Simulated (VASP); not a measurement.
A run of VASP 6.6.1 is set up as follows.

File INCAR:

```
  PREC = Accurate
  ENCUT = 600
  EDIFF = 1E-7
  ISMEAR = 0
  SIGMA = 0.1
  LREAL = F
  LASPH = T
  NELM = 80
  ALGO = Normal
  ISIF = 3
  LWAVE = F
  LCHARG = F
  GGA = PE
  IBRION = 2
  NSW = 90
  EDIFFG = -0.04
```

The input KPOINTS:

```
regular mesh
0
Gamma
  6 6 2
```

POSCAR

```
TaTlO2
1.0
    3.3059518200      0.0000000000      0.0000000000
   -1.6529759100      2.8630382600      0.0000000000
    0.0000000000      0.0000000000      8.3236650000
Ta Tl O
1 1 2
Direct
    0.0000000000      0.0000000000      0.5000000000
    0.0000000000      0.0000000000      0.0000000000
    0.3333333300      0.6666666700      0.5000000000
    0.6666666700      0.3333333300      0.5000000000
```

Potentials or basis: VASP PAW PBE potentials, release 64 (Ta_pv, Tl_d, O).

Launch:

```sh
$ cat potpaw_PBE.64/Ta_pv/POTCAR potpaw_PBE.64/Tl_d/POTCAR potpaw_PBE.64/O/POTCAR > POTCAR
$ mpirun -np 1 vasp_std > vasp.out
```

(1) Estimate the space group after relaxing (to 0.1 Å).

(2) What does it give for the relaxed volume?

(3) Estimate the band gap on the k mesh.

(4) Estimate the relaxed cell.

Results:

(1) P6/mmm (No. 191).

(2) 17.35 Å³/atom.

(3) zero (bands 18 and 19 overlap by 1.32 eV).

(4) a = 3.679 Å, b = 3.679 Å, c = 5.921 Å, α = 90.00°, β = 90.00°, γ = 120.00°.

Caveat: the k points lie up to 0.53 Å⁻¹ apart in the final cell, too coarse for converged energies and pressures of a metal; a cell axis changed by over 15 % at a fixed basis, so the end point is rough; spin-orbit coupling is left out, which moves the levels of the heavy elements.
